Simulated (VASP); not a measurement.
Wanted: the native input for a VASP 6.6.1 run.

```yaml
Task: single point
Functional: BLYP
Potentials_or_basis: VASP PAW PBE potentials, release 64 (Ir)
Cutoff: 520 eV
k_mesh: 14 × 14 × 14
Occupations: fermi-dirac, width 0.05 eV
Spin: collinear spin, ferromagnetic start
Starting_moments: "[1.0] μB"
Dipole_correction: no
Further_INCAR_settings: ALGO = Normal; EDIFF = 1e-07; NBANDS = 14
```

The structure of Ir lies in POSCAR:

```
Ir
1.0
    0.0000000000      1.9683987098      1.9683987098
    1.9683987098      0.0000000000      1.9683987098
    1.9683987098      1.9683987098      0.0000000000
Ir
1
Direct
    0.0000000000      0.0000000000      0.0000000000
```

These files were run (other wordings do the same):

INCAR

```
SYSTEM = Ir
AGGAC = 1.0
AGGAX = 1.0
ALDAC = 0.0
ALDAX = 1.0
ALGO = Normal
EDIFF = 1E-7
ENCUT = 520
GGA = B5
ISIF = 2
ISMEAR = -1
ISPIN = 2
LASPH = .True.
LCHARG = .False.
LMAXMIX = 4
LORBIT = 11
LREAL = .False.
LWAVE = .False.
MAGMOM = 1
NBANDS = 14
NELM = 150
PREC = Accurate
SIGMA = 0.05
```

KPOINTS

```
k-points
0
Gamma
  14 14 14
  0 0 0
```

Potentials or basis: VASP PAW PBE potentials, release 64 (Ir).

Launch:

```sh
$ cat potpaw_PBE.64/Ir/POTCAR > POTCAR
$ mpirun -np 1 vasp_std > vasp.out
```

Results of the run:

```json
{"Pressure": "2.4 GPa", "Net moment": "0.00 μB per cell", "Valence electrons inside the program's atomic spheres": "Ir 8.22"}
```

Caveat: the PAW data sets were made with another functional, which shifts forces and pressure a little.

Run time: 21 s on 1 thread of Intel(R) Xeon(R) 6975P-C (Granite Rapids), with other jobs on the host, peak memory 0.17 GiB.
